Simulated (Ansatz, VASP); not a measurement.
## BN: VASP beside Ansatz

```
CELL_PARAMETERS angstrom
2.50399 0.00000 0.00000
-1.25200 2.16852 0.00000
0.00000 0.00000 6.66120
ATOMIC_POSITIONS crystal
B 0.33333 0.66667 0.25000
B 0.66667 0.33333 0.75000
N 0.29492 0.64746 0.75000
N 0.66667 0.33333 0.25000
```

Alike in both runs: task single point; functional r2SCAN; k mesh 12 × 12 × 4; occupations gaussian, width 0.05 eV; no spin polarisation.

|  | VASP | Ansatz |
| --- | --- | --- |
| version | VASP 6.6.1 | Ansatz 0.2.0 |
| potentials or method | VASP PAW PBE potentials, release 64 (B, N), cutoff 520 eV | scalar-relativistic, plane waves, PAW |
| valence electrons in the cell | 16 | 16 |

|  | VASP | Ansatz | Ansatz less VASP |
| --- | --- | --- | --- |
| gap on the k mesh at the Fermi level (eV) | 4.73 | 4.69 | -0.044 |
| least direct gap on the mesh (eV) | 5.14 | 5.09 | -0.044 |
| pressure (GPa) | 1.2 | 0.8 | -0.37 |
| traceless stress, the component that is largest in VASP (GPa) | 4.47 | 4.48 | +0.008 |
| rms of the force components (eV/Å) | 1.604 | 1.613 | +0.0090 |

VASP's potentials were made for PBE, not for r2SCAN. Atom by atom the forces differ by 0.009 eV/Å (rms over components). The functional is the same, so the differences come from potentials, cutoffs and numerics.
